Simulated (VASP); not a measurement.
# NaI (I4/mmm) in VASP: further runs

NaI is run at these levels: PBE; tasks: single point.

Program: VASP 6.6.1. These are calculated values, not measurements. Logs are shortened: lines on timing, memory, paths and dates and some standing lists are left out, and cuts for length are marked.

## 1. The cell of the first run

It takes space group I4/mmm (No. 139, tetragonal). Conventional cell: a = 4.508 Å, b = 4.508 Å, c = 6.279 Å, α = 90.00°, β = 90.00°, γ = 90.00°. Within 4.1 Å of Na (site symmetry 4/mmm) lie 6 I at 3.14 to 3.19 Å. Within 4.1 Å of I (site symmetry 4/mmm) lie 6 Na at 3.14 to 3.19 Å.

## 2. Single point, PBE (strain -0.015 along x and y, -0.030 along z)

INCAR reads:

```
SYSTEM = NaI
PREC = Accurate
ENCUT = 520
EDIFF = 1E-7
ISMEAR = 0
SIGMA = 0.05
LREAL = .FALSE.
LASPH = .TRUE.
NELM = 60
ALGO = Normal
ISIF = 2
LWAVE = .FALSE.
LCHARG = .FALSE.
GGA = PE
NBANDS = 14
```

KPOINTS reads:

```
regular mesh
0
G
  6 6 6
  0 0 0
```

POSCAR reads:

```
NaI
1.0
    0.0000000000      3.1878540000      3.1393080000
    3.1878540000      0.0000000000      3.1393080000
    3.1878540000      3.1878540000      0.0000000000
Na I
1 1
Direct
    0.0000000000      0.0000000000      0.0000000000
    0.5000000000      0.5000000000      0.5000000000
```

Potentials or basis: VASP PAW PBE potentials, release 64 (Na_pv, I).

The run is started by

```sh
> cat potpaw_PBE.64/Na_pv/POTCAR potpaw_PBE.64/I/POTCAR > POTCAR
> mpirun -np 1 vasp_std > vasp.out
```

OUTCAR:

```text
SYSTEM = NaI
   PREC = Accurate
   ENCUT = 520
   EDIFF = 1E-7
   ISMEAR = 0
   LREAL = .FALSE.
   LASPH = .TRUE.
   NELM = 60
   ISIF = 2
   GGA = PE

 ion  position               nearest neighbor table
   1  0.000  0.000  0.000-   2 3.14   2 3.14
   2  0.500  0.500  0.500-   1 3.14   1 3.14

  LATTYP: Found a body centered tetragonal cell.
 ALAT       =     4.5083063617
 C/A-ratio  =     1.3926773152

  Lattice vectors:

 A1 = (   0.0000000000,  -3.1878540000,  -3.1393080000)
 A2 = (   0.0000000000,   3.1878540000,  -3.1393080000)
 A3 = (   3.1878540000,   0.0000000000,   3.1393080000)

Analysis of symmetry for initial positions (statically):
=====================================================================
 Subroutine PRICEL returns:
 Original cell was already a primitive cell.

 Routine SETGRP: Setting up the symmetry group for a
 body centered tetragonal supercell.

 Subroutine GETGRP returns: Found 16 space group operations
 (whereof 16 operations were pure point group operations)
 out of a pool of 16 trial point group operations.

The static configuration has the point symmetry D_4h.

Analysis of symmetry for dynamics (positions and initial velocities):
=====================================================================
 Subroutine PRICEL returns:
 Original cell was already a primitive cell.

 Routine SETGRP: Setting up the symmetry group for a
 body centered tetragonal supercell.

 Subroutine GETGRP returns: Found 16 space group operations
 (whereof 16 operations were pure point group operations)
 out of a pool of 16 trial point group operations.

The dynamic configuration has the point symmetry D_4h.

 Subroutine INISYM returns: Found 16 space group operations
 (whereof 16 operations are pure point group operations),
 and found     1 'primitive' translations

----------------------------------------------------------------------------------------

                                     Primitive cell

  volume of cell :      63.8059

  direct lattice vectors                    reciprocal lattice vectors
     0.000000000  3.187854000  3.139308000    -0.156845326  0.156845326  0.159270769
     3.187854000  0.000000000  3.139308000     0.156845326 -0.156845326  0.159270769
     3.187854000  3.187854000  0.000000000     0.156845326  0.156845326 -0.159270769

  length of vectors
     4.474110844  4.474110844  4.508306362     0.273071585  0.273071585  0.273071585

  position of ions in fractional coordinates (direct lattice)
     0.000000000  0.000000000  0.000000000
     0.500000000  0.500000000  0.500000000

  ion indices of the primitive-cell ions
   primitive index   ion index
                 1           1
                 2           2

----------------------------------------------------------------------------------------

 KPOINTS: regular mesh

Automatic generation of k-mesh.
 Grid dimensions read from file:
 generate k-points for:    6    6    6

 Generating k-lattice:

  Cartesian coordinates                     Fractional coordinates (reciprocal lattice)
    -0.026140888  0.026140888  0.026545128     0.166666667  0.000000000  0.000000000
     0.026140888 -0.026140888  0.026545128     0.000000000  0.166666667  0.000000000
     0.026140888  0.026140888 -0.026545128     0.000000000  0.000000000  0.166666667

  Length of vectors
     0.045511931  0.045511931  0.045511931

  Shift w.r.t. Gamma in fractional coordinates (k-lattice)
     0.000000000  0.000000000  0.000000000

 Subroutine IBZKPT returns following result:
 ===========================================

 Found     30 irreducible k-points:

 Following reciprocal coordinates:
            Coordinates               Weight
  0.000000  0.000000  0.000000      1.000000
  0.166667  0.000000  0.000000      8.000000
  0.333333  0.000000  0.000000      8.000000
  0.500000  0.000000  0.000000      4.000000
  0.166667  0.166667  0.000000      2.000000
  0.333333  0.166667  0.000000      8.000000
[... 16 lines left out ...]
  0.333333  0.000000  0.333333      4.000000
  0.500000  0.000000  0.333333     16.000000
 [... further k-points ...]
   k-points           NKPTS =     30   k-points in BZ     NKDIM =     30   number of bands    NBANDS=     14
   number of dos      NEDOS =    301   number of ions     NIONS =      2
   total plane-waves  NPLWV =  46656
   dimension x,y,z NGX =    36 NGY =   36 NGZ =   36
   dimension x,y,z NGXF=    72 NGYF=   72 NGZF=   72
   ions per type =               1   1
   NGX,Y,Z   is equivalent  to a cutoff of  13.38, 13.38, 13.28 a.u.
   NGXF,Y,Z  is equivalent  to a cutoff of  26.75, 26.75, 26.55 a.u.
 SYSTEM =  NaI
   PREC   = accura    normal or accurate (medium, high low for compatibility)
   ISTART =      0    job   : 0-new  1-cont  2-samecut
   ICHARG =      2    charge: 1-file 2-atom 10-const
   ISPIN  =      1    spin polarized calculation?
   LNONCOLLINEAR =      F non collinear calculations
   LSORBIT =      F    spin-orbit coupling
   LASPH  =      T    aspherical Exc in radial PAW
   ENCUT  =  520.0 eV  38.22 Ry    6.18 a.u.   8.32  8.32  8.38*2*pi/ulx,y,z
   NELM   =     60;   NELMIN=  2; NELMDL= -5     # of ELM steps
   EDIFF  = 0.1E-06   stopping-criterion for ELM
   LREAL  =      F    real-space projection
   EDIFFG = 0.1E-05   stopping-criterion for IOM
   NSW    =      0    number of steps for IOM
   IBRION =     -1    ionic relax: 0-MD 1-quasi-New 2-CG
   NFREE  =      0    steps in history (QN), initial steepest desc. (CG)
   ISIF   =      2    stress and relaxation
   ISYM   =      2    0-nonsym 1-usesym 2-fastsym
   POTIM  = 0.5000    time-step for ionic-motion
   TEBEG  =    0.0;   TEEND  =   0.0 temperature during run
   PSTRESS=    0.0 pullay stress
   NELECT =      14.0000    total number of electrons
   NUPDOWN=      -1.0000    fix difference up-down
   EMIN   =  10.00;   EMAX   =-10.00  energy-range for DOS
   EFERMI =   0.00;   METHOD = LEGACY
   ISMEAR =     0;   SIGMA  =   0.05  broadening in eV -4-tet -1-fermi 0-gaus
   EFERMI_NEDOS =   21; number of points for ismear=-14 and -15
   IALGO  =     38    algorithm
   IMIX   =      4    mixing-type and parameters
     AMIX     =   0.40;   BMIX     =  1.00
     AMIX_MAG =   1.60;   BMIX_MAG =  1.00
  volume/ion in A,a.u.               =      31.90       215.29
  Fermi-wavevector in a.u.,A,eV,Ry     =   0.987409  1.865933 13.265372  0.974977
  Thomas-Fermi vector in A             =   2.118861
   LORBIT       =      0    0 simple, 1 ext, 2 COOP (PROOUT), +10 PAW based schemes
   GGA     = PE    functional components
   LHFCALC =     F    Hartree Fock is set to
   AEXX    =    0.0000 exact exchange contribution
   IVDW    =     0    specifies the selected vdW correction
   LEPSILON=     F    determine dielectric tensor
   LRPA    =     F    only Hartree local field effects (RPA)
 non-spin polarized calculation
 Gauss-broadening in eV      SIGMA  =   0.05
  energy-cutoff  :      520.00
  volume of cell :       63.81
 maximum number of plane-waves:      1751
 NGX is ok and might be reduce to    36
   NGX = 17   NGY = 17   NGZ = 17

 number of electron      14.0000005 magnetization

 Free energy of the ion-electron system (eV)
  ---------------------------------------------------
  ext. energy  EPLUGINS =         0.00000000
  ---------------------------------------------------
  free energy    TOTEN  =        -5.35873287 eV

  energy without entropy =       -5.35873287  energy(sigma->0) =       -5.35873287

 E-fermi :   1.5721     XC(G=0):  -7.9514

 val. band max:        1.2520813586   @ k =   0.0000   0.0000   0.0000
 cond. band min:       5.0574148177   @ k =   0.0000   0.0000   0.0000
 fundamental gap:      3.8053334592
 Fermi energy:         1.5720573001

 k-point     1 :       0.0000    0.0000    0.0000
  band No.  band energies     occupation
      1     -21.1311      2.00000
      2     -21.1311      2.00000
      3     -21.1304      2.00000
      4      -9.9376      2.00000
      5       1.2332      2.00000
      6       1.2521      2.00000
      7       1.2521      2.00000
      8       5.0574      0.00000
      9       9.1374      0.00000
     10       9.1374      0.00000
     11       9.2416      0.00000
     12      11.0026      0.00000
     13      11.1798      0.00000
     14      11.7183      0.00000

 k-point     2 :       0.1667    0.0000    0.0000
  band No.  band energies     occupation
      1     -21.1327      2.00000
      2     -21.1312      2.00000
      3     -21.1307      2.00000
      4      -9.8496      2.00000
      5       0.4366      2.00000
      6       1.1594      2.00000
      7       1.1599      2.00000
      8       5.8988      0.00000
      9       8.7157      0.00000
     10       9.3410      0.00000
     11       9.4366      0.00000
     12      10.5355      0.00000
     13      10.6341      0.00000
     14      12.2666      0.00000

 k-point     3 :       0.3333    0.0000    0.0000
  band No.  band energies     occupation
      1     -21.1364      2.00000
      2     -21.1315      2.00000
      3     -21.1309      2.00000
      4      -9.6615      2.00000
      5      -0.6965      2.00000
      6       0.9894      2.00000
      7       1.0096      2.00000
      8       6.4170      0.00000
      9       8.9323      0.00000
     10       9.0632      0.00000
     11       9.5468      0.00000
     12      11.5453      0.00000
     13      11.6610      0.00000
     14      11.6613      0.00000

 k-point     4 :       0.5000    0.0000    0.0000
  band No.  band energies     occupation
      1     -21.1382      2.00000
      2     -21.1316      2.00000
      3     -21.1309      2.00000
      4      -9.5603      2.00000
      5      -1.1596      2.00000
      6       0.9101      2.00000
      7       0.9396      2.00000
      8       6.3517      0.00000
      9       8.6766      0.00000
     10       8.8056      0.00000
     11      10.4317      0.00000
     12      11.7020      0.00000
     13      13.6831      0.00000
     14      13.7970      0.00000

 k-point     5 :       0.1667    0.1667    0.0000
  band No.  band energies     occupation
      1     -21.1320      2.00000
      2     -21.1317      2.00000
      3     -21.1317      2.00000
      4      -9.8185      2.00000
      5       0.4281      2.00000
      6       1.0024      2.00000
      7       1.0024      2.00000
      8       6.2287      0.00000
      9       8.1389      0.00000
     10       9.4756      0.00000
     11       9.8183      0.00000
[... 276 lines left out ...]
 k-point    22 :      -0.3333    0.5000    0.1667
  band No.  band energies     occupation
      1     -21.1351      2.00000
      2     -21.1342      2.00000
      3     -21.1336      2.00000
      4      -9.4553      2.00000
      5      -0.6063      2.00000
      6      -0.0052      2.00000
      7       0.2525      2.00000
      8       6.6695      0.00000
      9       7.6800      0.00000
     10      10.0279      0.00000
     11      10.0522      0.00000
     12      13.1806      0.00000
     13      14.0315      0.00000
     14      14.2604      0.00000

 k-point    23 :       0.3333    0.0000    0.3333
  band No.  band energies     occupation
      1     -21.1353      2.00000
      2     -21.1326      2.00000
      3     -21.1321      2.00000
      4      -9.5931      2.00000
      5      -0.5184      2.00000
      6       0.5794      2.00000
      7       0.6349      2.00000
      8       6.3906      0.00000
      9       7.0659      0.00000
     10       9.7374      0.00000
     11      11.4099      0.00000
     12      11.5488      0.00000
     13      12.3126      0.00000
     14      15.4999      0.00000

 k-point    24 :       0.5000    0.0000    0.3333
  band No.  band energies     occupation
      1     -21.1361      2.00000
      2     -21.1335      2.00000
      3     -21.1324      2.00000
      4      -9.4983      2.00000
      5      -0.7156      2.00000
      6       0.1684      2.00000
      7       0.5456      2.00000
      8       6.3445      0.00000
      9       7.3984      0.00000
     10      10.0535      0.00000
     11      10.9895      0.00000
     12      12.4180      0.00000
     13      13.9685      0.00000
     14      14.7131      0.00000

 [... further k-points ...]

------------------------ aborting loop because EDIFF is reached ----------------------------------------

  FORCE on cell =-STRESS in cart. coord.  units (eV):
  Direction    XX          YY          ZZ          XY          YZ          ZX
  --------------------------------------------------------------------------------------
  -------------------------------------------------------------------------------------
  Total        0.5787337      0.5787337      0.8014831      0.0000000      0.0000000      0.0000000
  in kB       14.5321073     14.5321073     20.1253842      0.0000000      0.0000000      0.0000000
  external PRESSURE =      16.3965329 kB  Pullay stress =       0.0000000 kB

 VOLUME and BASIS-vectors are now :
 -----------------------------------------------------------------------------
  energy-cutoff  :      520.00
  volume of cell :       63.81
      direct lattice vectors                 reciprocal lattice vectors
     0.000000000  3.187854000  3.139308000    -0.156845326  0.156845326  0.159270769
     3.187854000  0.000000000  3.139308000     0.156845326 -0.156845326  0.159270769
     3.187854000  3.187854000  0.000000000     0.156845326  0.156845326 -0.159270769

 POSITION                                       TOTAL-FORCE (eV/Angst)
 -----------------------------------------------------------------------------------
      0.00000      0.00000      0.00000        -0.000000      0.000000      0.000000
      3.18785      3.18785      3.13931         0.000000     -0.000000     -0.000000
 -----------------------------------------------------------------------------------
    total drift:                                0.000000      0.000000      0.000000

  FREE ENERGIE OF THE ION-ELECTRON SYSTEM (eV)
  ---------------------------------------------------
  free  energy   TOTEN  =        -5.3587328747 eV

  energy  without entropy=       -5.3587328747  energy(sigma->0) =       -5.35873287
```

Run time: 40 s. Hardware: 1 thread of Intel Xeon 8259CL, shared host; peak memory 0.21 GiB.

What came out:

```
Free energy            : -5.3587 eV
Pressure               : 1.6 GPa
Band gap on the k mesh : 3.81 eV
```

Caveat: the cell differs from its parent crystal (strain -0.015 along x and y, -0.030 along z); spin-orbit coupling is left out, which moves the levels of the heavy elements.

## 3. Single point, PBE (strain -0.015 along x and y, +0.000 along z)

INCAR reads:

```
SYSTEM = NaI
ALGO = Normal ; EDIFF = 1E-6
ENCUT = 520 ; GGA = PE
ISIF = 2 ; ISMEAR = 0
LASPH = .True. ; LCHARG = .False.
LREAL = .False. ; LWAVE = .False.
NBANDS = 14 ; NELM = 80
PREC = Accurate ; SIGMA = 0.05
```

KPOINTS reads:

```
k-points
0
Gamma
  6 6 6
  0 0 0
```

POSCAR reads:

```
NaI
1.0
    0.0000000000      3.1878540000      3.2364000000
    3.1878540000      0.0000000000      3.2364000000
    3.1878540000      3.1878540000      0.0000000000
Na I
1 1
Direct
    0.0000000000      0.0000000000      0.0000000000
    0.5000000000      0.5000000000      0.5000000000
```

Potentials or basis: VASP PAW PBE potentials, release 64 (Na_pv, I).

The run is started by

```sh
> cat potpaw_PBE.64/Na_pv/POTCAR potpaw_PBE.64/I/POTCAR > POTCAR
> mpirun -np 1 vasp_std > vasp.out
```

Run time: 27 s. Hardware: 1 thread of Intel Xeon 8259CL, shared host; peak memory 0.21 GiB.

Results (log left out):

```
Free energy            : -5.3750 eV
Pressure               : 1.0 GPa
Band gap on the k mesh : 3.71 eV
```

Stress tensor (GPa, compression positive):
```
1.16 0.00 0.00
0.00 1.16 0.00
0.00 0.00 0.71
```

Levels at points of the mesh, in eV from the valence-band top:
```
           k point  band 4  band 5  band 6  band 7  band 8  band 9  band 10  band 11
(0.00, 0.00, 0.00)  -11.11   -0.02   -0.02    0.00    3.71    7.85     7.95     7.95
(0.50, 0.00, 0.00)  -10.76   -2.30   -0.33   -0.30    5.09    7.40     7.52     8.94
(0.50, 0.50, 0.00)  -10.69   -2.02   -0.77   -0.77    4.52    5.51     9.98    11.52
(0.50, 0.00, 0.50)  -10.68   -2.01   -0.84   -0.78    4.50    5.48    10.09    11.33
```

Caveat: the cell differs from its parent crystal (strain -0.015 along x and y, +0.000 along z); spin-orbit coupling is left out, which moves the levels of the heavy elements.

## 4. Single point, PBE (strain +0.000 along x and y, -0.015 along z)

INCAR reads:

```
ALGO     = Normal         # electronic algorithm
EDIFF    = 1E-7           # SCF threshold, eV
ENCUT    = 520            # plane-wave cutoff, eV
GGA      = PE             # functional
ISIF     = 2              # what is computed and relaxed
ISMEAR   = 0              # smearing method
LASPH    = T              # aspherical terms in the spheres
LCHARG   = F              # write CHGCAR
LREAL    = F              # projectors in reciprocal space
LWAVE    = F              # write WAVECAR
NBANDS   = 14             # bands
NELM     = 60             # most SCF steps
PREC     = Accurate       # precision mode
SIGMA    = 0.05           # smearing width, eV
```

KPOINTS reads:

```
k-points
0
Gamma
  6 6 6
```

POSCAR reads:

```
NaI
1.0
    0.0000000000      3.2364000000      3.1878540000
    3.2364000000      0.0000000000      3.1878540000
    3.2364000000      3.2364000000      0.0000000000
Na I
1 1
Direct
    0.0000000000      0.0000000000      0.0000000000
    0.5000000000      0.5000000000      0.5000000000
```

The run is started by

```sh
> cat potpaw_PBE.64/Na_pv/POTCAR potpaw_PBE.64/I/POTCAR > POTCAR
> mpirun -np 1 vasp_std > vasp.out
```

Run time: 37 s. Hardware: 1 thread of Intel Xeon 8259CL, shared host; peak memory 0.21 GiB.

It converged, with:

| Quantity | Value |
| --- | --- |
| Free energy | -5.3804 eV |
| Pressure | 0.7 GPa |
| Band gap on the k mesh | 3.68 eV |

Stress tensor (GPa, compression positive):
```
0.57 0.00 0.00
0.00 0.57 0.00
0.00 0.00 1.00
```

Levels at points of the mesh, in eV from the valence-band top:
```tsv
k point	band 3	band 4	band 5	band 6	band 7	band 8	band 9	band 10	band 11	band 12
(0.00, 0.00, 0.00)	-22.43	-11.06	-0.02	0.00	0.00	3.68	7.89	7.89	7.99	9.68
(0.50, 0.00, 0.00)	-22.43	-10.73	-2.24	-0.31	-0.28	5.09	7.39	7.51	8.84	10.34
(0.50, 0.50, 0.00)	-22.43	-10.64	-1.95	-0.79	-0.79	4.49	5.50	10.04	11.35	11.35
(0.50, 0.00, 0.50)	-22.43	-10.66	-1.96	-0.79	-0.73	4.51	5.53	9.92	11.28	11.54
```

Caveat: the cell differs from its parent crystal (strain +0.000 along x and y, -0.015 along z); spin-orbit coupling is left out, which moves the levels of the heavy elements.

## 5. Single point, PBE (strain +0.015 along x and y, +0.000 along z)

INCAR reads:

```
SYSTEM = NaI
PREC = Accurate ; ENCUT = 520
EDIFF = 1E-6 ; ISMEAR = 0
SIGMA = 0.05 ; LREAL = .False.
LASPH = .True. ; NELM = 80
ALGO = Normal ; ISIF = 2
LWAVE = .False. ; LCHARG = .True.
GGA = PE ; LELF = .True.
LVHAR = .True. ; NBANDS = 14
```

KPOINTS reads:

```
Automatic mesh
0
Gamma
  6 6 6
  0 0 0
```

POSCAR reads:

```
NaI
1.0
    0.0000000000      3.2849460000      3.2364000000
    3.2849460000      0.0000000000      3.2364000000
    3.2849460000      3.2849460000      0.0000000000
Na I
1 1
Direct
    0.0000000000      0.0000000000      0.0000000000
    0.5000000000      0.5000000000      0.5000000000
```

The run is started by

```sh
> cat potpaw_PBE.64/Na_pv/POTCAR potpaw_PBE.64/I/POTCAR > POTCAR
> mpirun -np 1 vasp_std > vasp.out
```

Wall time 29 s (1 thread of Intel Xeon 8259CL, shared host); peak memory 0.21 GiB.

Results (log left out):

```yaml
Free_energy: -5.3867 eV
Pressure: 0.0 GPa
Band_gap_on_the_k_mesh: 3.56 eV
```

Stress tensor (GPa, compression positive):
```
-0.13  0.00  0.00
 0.00 -0.13  0.00
 0.00  0.00  0.19
```

Levels at points of the mesh, in eV from the valence-band top:
| k point | band 5 | band 6 | band 7 | band 8 | band 9 | band 10 |
| --- | --- | --- | --- | --- | --- | --- |
| (0.00, 0.00, 0.00) | -0.02 | 0.00 | 0.00 | 3.56 | 7.89 | 7.89 |
| (0.50, 0.00, 0.00) | -2.08 | -0.28 | -0.26 | 5.08 | 7.36 | 7.47 |
| (0.50, 0.50, 0.00) | -1.81 | -0.73 | -0.73 | 4.46 | 5.58 | 9.75 |
| (0.50, 0.00, 0.50) | -1.81 | -0.73 | -0.67 | 4.47 | 5.61 | 9.64 |

Caveat: the cell differs from its parent crystal (strain +0.015 along x and y, +0.000 along z); spin-orbit coupling is left out, which moves the levels of the heavy elements.

[end of part 1 of 2]
